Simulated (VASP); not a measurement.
# InSb (P4/mmm) in VASP: single point with r2SCAN

Aim: the single point of InSb with r2SCAN.

All numbers are computed with VASP 6.6.1; they aren't measurements. Logs are shortened: lines on timing, memory, paths and dates and some standing lists are left out, and cuts for length are marked.

## Step 1: The cell of the first run

Symmetry: P4/mmm, No. 123, tetragonal system. The conventional cell has a = 3.058 Å, b = 3.058 Å, c = 6.183 Å, α = 90.00°, β = 90.00°, γ = 90.00°. In (site symmetry 4/mmm) has 4 In at 3.06 Å and 2 Sb at 3.09 Å within 4.0 Å. Sb (site symmetry 4/mmm) has 4 Sb at 3.06 Å and 2 In at 3.09 Å within 4.0 Å.

## Step 2: Single point, r2SCAN

The input, POSCAR:

```
InSb
1.0
    3.0583698200      0.0000000000      0.0000000000
    0.0000000000      3.0583698200      0.0000000000
    0.0000000000      0.0000000000      6.1833864727
In Sb
1 1
Direct
    0.0000000000      0.0000000000      0.0000000000
    0.0000000000      0.0000000000      0.5000000000
```

The input, INCAR.step1:

```
SYSTEM = InSb
PREC     = Accurate       ! precision mode
ENCUT    = 520            ! plane-wave cutoff, eV
ISMEAR   = 0              ! smearing method
SIGMA    = 0.15           ! smearing width, eV
LREAL    = .False.        ! projectors in reciprocal space
LASPH    = .True.         ! aspherical terms in the spheres
NELM     = 100            ! most SCF steps
NBANDS   = 16             ! bands
GGA      = PE             ! functional
ALGO     = Normal         ! electronic algorithm
EDIFF    = 1E-4           ! SCF threshold, eV
LWAVE    = .True.         ! write WAVECAR
LCHARG   = .False.        ! write CHGCAR
```

The input, INCAR.step2:

```
SYSTEM = InSb
PREC     = Accurate       ! precision mode
ENCUT    = 520            ! plane-wave cutoff, eV
EDIFF    = 1E-6           ! SCF threshold, eV
ISMEAR   = 0              ! smearing method
SIGMA    = 0.15           ! smearing width, eV
LREAL    = .False.        ! projectors in reciprocal space
LASPH    = .True.         ! aspherical terms in the spheres
NELM     = 100            ! most SCF steps
ALGO     = Normal         ! electronic algorithm
ISIF     = 2              ! what is computed and relaxed
LWAVE    = .False.        ! write WAVECAR
LCHARG   = .False.        ! write CHGCAR
METAGGA  = R2SCAN         ! meta-GGA
LMIXTAU  = .True.       
NBANDS   = 16             ! bands
ISTART   = 1
```

The input, KPOINTS:

```
Automatic mesh
0
Gamma
  20 20 10
  0 0 0
```

Potentials or basis: VASP PAW PBE potentials, release 64 (In_d, Sb).

On the command line:

```console
> cat potpaw_PBE.64/In_d/POTCAR potpaw_PBE.64/Sb/POTCAR > POTCAR
> cp INCAR.step1 INCAR
> mpirun -np 1 vasp_std > vasp.out
> cp INCAR.step2 INCAR
> mpirun -np 1 vasp_std > vasp.out
```

OUTCAR:

```text
SYSTEM = InSb
   PREC = Accurate
   ENCUT = 520
   EDIFF = 1E-6
   ISMEAR = 0
   LREAL = .False.
   LASPH = .True.
   NELM = 100
   ISIF = 2
   METAGGA = R2SCAN
   ISTART = 1

 ion  position               nearest neighbor table
   1  0.000  0.000  0.000-   2 3.09   2 3.09
   2  0.000  0.000  0.500-   1 3.09   1 3.09

  LATTYP: Found a simple tetragonal cell.
 ALAT       =     3.0583698200
 C/A-ratio  =     2.0217916199

  Lattice vectors:

 A1 = (   3.0583698200,   0.0000000000,   0.0000000000)
 A2 = (   0.0000000000,   3.0583698200,   0.0000000000)
 A3 = (   0.0000000000,   0.0000000000,   6.1833864727)

Analysis of symmetry for initial positions (statically):
=====================================================================
 Subroutine PRICEL returns:
 Original cell was already a primitive cell.

 Routine SETGRP: Setting up the symmetry group for a
 simple tetragonal supercell.

 Subroutine GETGRP returns: Found 16 space group operations
 (whereof 16 operations were pure point group operations)
 out of a pool of 16 trial point group operations.

The static configuration has the point symmetry D_4h.

Analysis of symmetry for dynamics (positions and initial velocities):
=====================================================================
 Subroutine PRICEL returns:
 Original cell was already a primitive cell.

 Routine SETGRP: Setting up the symmetry group for a
 simple tetragonal supercell.

 Subroutine GETGRP returns: Found 16 space group operations
 (whereof 16 operations were pure point group operations)
 out of a pool of 16 trial point group operations.

The dynamic configuration has the point symmetry D_4h.

 Subroutine INISYM returns: Found 16 space group operations
 (whereof 16 operations are pure point group operations),
 and found     1 'primitive' translations

----------------------------------------------------------------------------------------

                                     Primitive cell

  volume of cell :      57.8371

  direct lattice vectors                    reciprocal lattice vectors
     3.058369820  0.000000000  0.000000000     0.326971576  0.000000000  0.000000000
     0.000000000  3.058369820  0.000000000     0.000000000  0.326971576  0.000000000
     0.000000000  0.000000000  6.183386473     0.000000000  0.000000000  0.161723678

  length of vectors
     3.058369820  3.058369820  6.183386473     0.326971576  0.326971576  0.161723678

  position of ions in fractional coordinates (direct lattice)
     0.000000000  0.000000000  0.000000000
     0.000000000  0.000000000  0.500000000

  ion indices of the primitive-cell ions
   primitive index   ion index
                 1           1
                 2           2

----------------------------------------------------------------------------------------

 KPOINTS: Automatic mesh

Automatic generation of k-mesh.
 Grid dimensions read from file:
 generate k-points for:   20   20   10

 Generating k-lattice:

  Cartesian coordinates                     Fractional coordinates (reciprocal lattice)
     0.016348579  0.000000000  0.000000000     0.050000000  0.000000000  0.000000000
     0.000000000  0.016348579  0.000000000     0.000000000  0.050000000  0.000000000
     0.000000000  0.000000000  0.016172368     0.000000000  0.000000000  0.100000000

  Length of vectors
     0.016348579  0.016348579  0.016172368

  Shift w.r.t. Gamma in fractional coordinates (k-lattice)
     0.000000000  0.000000000  0.000000000

 Subroutine IBZKPT returns following result:
 ===========================================

 Found    396 irreducible k-points:

 Following reciprocal coordinates:
            Coordinates               Weight
  0.000000  0.000000  0.000000      1.000000
  0.050000  0.000000  0.000000      4.000000
  0.100000  0.000000  0.000000      4.000000
  0.150000  0.000000  0.000000      4.000000
  0.200000  0.000000  0.000000      4.000000
  0.250000  0.000000  0.000000      4.000000
[... 16 lines left out ...]
  0.150000  0.100000  0.000000      8.000000
  0.200000  0.100000  0.000000      8.000000
 [... further k-points ...]
   k-points           NKPTS =    396   k-points in BZ     NKDIM =    396   number of bands    NBANDS=     16
   number of dos      NEDOS =    301   number of ions     NIONS =      2
   total plane-waves  NPLWV =  27648
   dimension x,y,z NGX =    24 NGY =   24 NGZ =   48
   dimension x,y,z NGXF=    48 NGYF=   48 NGZF=   96
   ions per type =               1   1
   NGX,Y,Z   is equivalent  to a cutoff of  13.05, 13.05, 12.91 a.u.
   NGXF,Y,Z  is equivalent  to a cutoff of  26.09, 26.09, 25.81 a.u.
 SYSTEM =  InSb
   PREC   = accura    normal or accurate (medium, high low for compatibility)
   ISTART =      1    job   : 0-new  1-cont  2-samecut
   ICHARG =      0    charge: 1-file 2-atom 10-const
   ISPIN  =      1    spin polarized calculation?
   LNONCOLLINEAR =      F non collinear calculations
   LSORBIT =      F    spin-orbit coupling
   LASPH  =      T    aspherical Exc in radial PAW
   ENCUT  =  520.0 eV  38.22 Ry    6.18 a.u.   5.69  5.69 11.50*2*pi/ulx,y,z
   NELM   =    100;   NELMIN=  2; NELMDL=  0     # of ELM steps
   EDIFF  = 0.1E-05   stopping-criterion for ELM
   LREAL  =      F    real-space projection
   EDIFFG = 0.1E-04   stopping-criterion for IOM
   NSW    =      0    number of steps for IOM
   IBRION =     -1    ionic relax: 0-MD 1-quasi-New 2-CG
   NFREE  =      0    steps in history (QN), initial steepest desc. (CG)
   ISIF   =      2    stress and relaxation
   ISYM   =      2    0-nonsym 1-usesym 2-fastsym
   POTIM  = 0.5000    time-step for ionic-motion
   TEBEG  =    0.0;   TEEND  =   0.0 temperature during run
   PSTRESS=    0.0 pullay stress
   NELECT =      18.0000    total number of electrons
   NUPDOWN=      -1.0000    fix difference up-down
   EMIN   =  10.00;   EMAX   =-10.00  energy-range for DOS
   EFERMI =   0.00;   METHOD = LEGACY
   ISMEAR =     0;   SIGMA  =   0.15  broadening in eV -4-tet -1-fermi 0-gaus
   EFERMI_NEDOS =   21; number of points for ismear=-14 and -15
   IALGO  =     38    algorithm
   IMIX   =      4    mixing-type and parameters
     AMIX     =   0.40;   BMIX     =  1.00
     AMIX_MAG =   1.60;   BMIX_MAG =  1.00
  volume/ion in A,a.u.               =      28.92       195.15
  Fermi-wavevector in a.u.,A,eV,Ry     =   1.109422  2.096504 16.746292  1.230818
  Thomas-Fermi vector in A             =   2.245962
   LORBIT       =      0    0 simple, 1 ext, 2 COOP (PROOUT), +10 PAW based schemes
   METAGGA = R2SCAN    functional components
   LHFCALC =     F    Hartree Fock is set to
   AEXX    =    0.0000 exact exchange contribution
   IVDW    =     0    specifies the selected vdW correction
   LEPSILON=     F    determine dielectric tensor
   LRPA    =     F    only Hartree local field effects (RPA)
 non-spin polarized calculation
 Gauss-broadening in eV      SIGMA  =   0.15
  energy-cutoff  :      520.00
  volume of cell :       57.84
 maximum number of plane-waves:      1584
 NGX is ok and might be reduce to    24
   NGX = 11   NGY = 11   NGZ = 23

 number of electron      17.9999988 magnetization

 Free energy of the ion-electron system (eV)
  ---------------------------------------------------
  ext. energy  EPLUGINS =         0.00000000
  ---------------------------------------------------
  free energy    TOTEN  =       -48.21973704 eV

  energy without entropy =      -48.20820983  energy(sigma->0) =      -48.21397343

 E-fermi :   6.7998     XC(G=0): -10.3263

 val. band max:        6.7904991637   @ k =   0.5000   0.0000   0.3000
 cond. band min:       6.8052263369   @ k =   0.4500   0.3000   0.3000
 fundamental gap:      0.0147271732
 Fermi energy:         6.7997503576

 k-point     1 :       0.0000    0.0000    0.0000
  band No.  band energies     occupation
      1      -8.7434      2.00000
      2      -8.5237      2.00000
      3      -8.1089      2.00000
      4      -8.1089      2.00000
      5      -8.0012      2.00000
      6      -5.4479      2.00000
[... 8 lines left out ...]
     15      16.3286      0.00000
     16      17.3437      0.00000

 k-point     2 :       0.0500    0.0000    0.0000
  band No.  band energies     occupation
      1      -8.7336      2.00000
      2      -8.5179      2.00000
      3      -8.1155      2.00000
      4      -8.1083      2.00000
      5      -8.0061      2.00000
      6      -5.4070      2.00000
[... 8 lines left out ...]
     15      16.3827      0.00000
     16      17.5583      0.00000

 k-point     3 :       0.1000    0.0000    0.0000
  band No.  band energies     occupation
      1      -8.7073      2.00000
      2      -8.4990      2.00000
      3      -8.1347      2.00000
      4      -8.1067      2.00000
      5      -8.0207      2.00000
      6      -5.2846      2.00000
[... 8 lines left out ...]
     15      16.5434      0.00000
     16      17.1043      0.00000

 k-point     4 :       0.1500    0.0000    0.0000
  band No.  band energies     occupation
      1      -8.6726      2.00000
      2      -8.4633      2.00000
      3      -8.1644      2.00000
      4      -8.1043      2.00000
      5      -8.0432      2.00000
      6      -5.0815      2.00000
[... 8 lines left out ...]
     15      16.6281      0.00000
     16      16.8063      0.00000

 k-point     5 :       0.2000    0.0000    0.0000
  band No.  band energies     occupation
      1      -8.6396      2.00000
      2      -8.4080      2.00000
      3      -8.2014      2.00000
      4      -8.1012      2.00000
      5      -8.0714      2.00000
      6      -4.8001      2.00000
[... 8 lines left out ...]
     15      16.9369      0.00000
     16      17.1637      0.00000

 k-point     6 :       0.2500    0.0000    0.0000
  band No.  band energies     occupation
      1      -8.6133      2.00000
      2      -8.3365      2.00000
      3      -8.2419      2.00000
      4      -8.1024      2.00000
      5      -8.0978      2.00000
      6      -4.4447      2.00000
[... 8 lines left out ...]
     15      17.2552      0.00000
     16      17.6037      0.00000
[... 267 lines left out ...]
 k-point    21 :       0.5000    0.0500    0.0000
  band No.  band energies     occupation
      1      -8.5468      2.00000
      2      -8.3684      2.00000
      3      -8.2095      2.00000
      4      -8.0928      2.00000
      5      -8.0719      2.00000
      6      -2.4984      2.00000
[... 8 lines left out ...]
     15      18.1410      0.00000
     16      19.2951      0.00000

 k-point    22 :       0.1000    0.1000    0.0000
  band No.  band energies     occupation
      1      -8.6650      2.00000
      2      -8.4802      2.00000
      3      -8.1350      2.00000
      4      -8.1298      2.00000
      5      -8.0413      2.00000
      6      -5.1214      2.00000
[... 8 lines left out ...]
     15      17.0484      0.00000
     16      17.1015      0.00000

 k-point    23 :       0.1500    0.1000    0.0000
  band No.  band energies     occupation
      1      -8.6233      2.00000
      2      -8.4512      2.00000
      3      -8.1623      2.00000
      4      -8.1294      2.00000
      5      -8.0651      2.00000
      6      -4.9185      2.00000
[... 8 lines left out ...]
     15      16.4673      0.00000
     16      17.4826      0.00000

 k-point    24 :       0.2000    0.1000    0.0000
  band No.  band energies     occupation
      1      -8.5842      2.00000
      2      -8.4014      2.00000
      3      -8.1989      2.00000
      4      -8.1261      2.00000
      5      -8.0948      2.00000
      6      -4.6373      2.00000
[... 8 lines left out ...]
     15      16.6868      0.00000
     16      17.7147      0.00000

 [... further k-points ...]

------------------------ aborting loop because EDIFF is reached ----------------------------------------

  FORCE on cell =-STRESS in cart. coord.  units (eV):
  Direction    XX          YY          ZZ          XY          YZ          ZX
  --------------------------------------------------------------------------------------
  -------------------------------------------------------------------------------------
  Total       -0.0866693     -0.0866693      0.1134590      0.0000000      0.0000000      0.0000000
  in kB       -2.4008757     -2.4008757      3.1429921      0.0000000      0.0000000      0.0000000
  external PRESSURE =      -0.5529198 kB  Pullay stress =       0.0000000 kB

 VOLUME and BASIS-vectors are now :
 -----------------------------------------------------------------------------
  energy-cutoff  :      520.00
  volume of cell :       57.84
      direct lattice vectors                 reciprocal lattice vectors
     3.058369820  0.000000000  0.000000000     0.326971576  0.000000000  0.000000000
     0.000000000  3.058369820  0.000000000     0.000000000  0.326971576  0.000000000
     0.000000000  0.000000000  6.183386473     0.000000000  0.000000000  0.161723678

 POSITION                                       TOTAL-FORCE (eV/Angst)
 -----------------------------------------------------------------------------------
      0.00000      0.00000      0.00000         0.000000      0.000000      0.000000
      0.00000      0.00000      3.09169         0.000000      0.000000      0.000000
 -----------------------------------------------------------------------------------
    total drift:                                0.000000     -0.000000     -0.000000

  FREE ENERGIE OF THE ION-ELECTRON SYSTEM (eV)
  ---------------------------------------------------
  free  energy   TOTEN  =       -48.2197370375 eV

  energy  without entropy=      -48.2082098279  energy(sigma->0) =      -48.21397343
```

It took 7.1 min on 1 thread of Intel Xeon 6975P-C (Granite Rapids), shared host; peak memory 0.48 GiB.

What came out:

```yaml
Free_energy: -48.2197 eV
Pressure: -0.1 GPa
Band_gap_on_the_k_mesh: zero (bands 9 and 10 overlap by 6.37 eV)
```

Stress tensor (GPa, compression positive):
```
-0.24  0.00  0.00
 0.00 -0.24  0.00
 0.00  0.00  0.31
```

Levels at points of the mesh, in eV from the Fermi level:
| k point | band 6 | band 7 | band 8 | band 9 | band 10 | band 11 | band 12 | band 13 |
| --- | --- | --- | --- | --- | --- | --- | --- | --- |
| (0.00, 0.00, 0.00) | -12.25 | -7.18 | -4.90 | 4.49 | 4.49 | 5.50 | 8.12 | 8.72 |
| (0.50, 0.00, 0.00) | -9.34 | -5.40 | -3.31 | -2.48 | -1.78 | 3.25 | 6.86 | 8.34 |
| (0.50, 0.50, 0.00) | -6.17 | -3.17 | -3.17 | -0.15 | 1.00 | 1.00 | 1.07 | 3.04 |
| (0.00, 0.00, 0.50) | -12.12 | -8.55 | -1.07 | 0.30 | 4.68 | 4.68 | 8.18 | 8.68 |
| (0.50, 0.00, 0.50) | -9.29 | -5.13 | -5.01 | -2.58 | 1.76 | 3.30 | 6.08 | 7.03 |
| (0.50, 0.50, 0.50) | -6.17 | -2.97 | -2.97 | -1.55 | 0.30 | 0.30 | 3.37 | 4.95 |

Caveat: the PAW data sets were made with another functional, which shifts forces and pressure a little; spin-orbit coupling is left out, which moves the levels of the heavy elements.
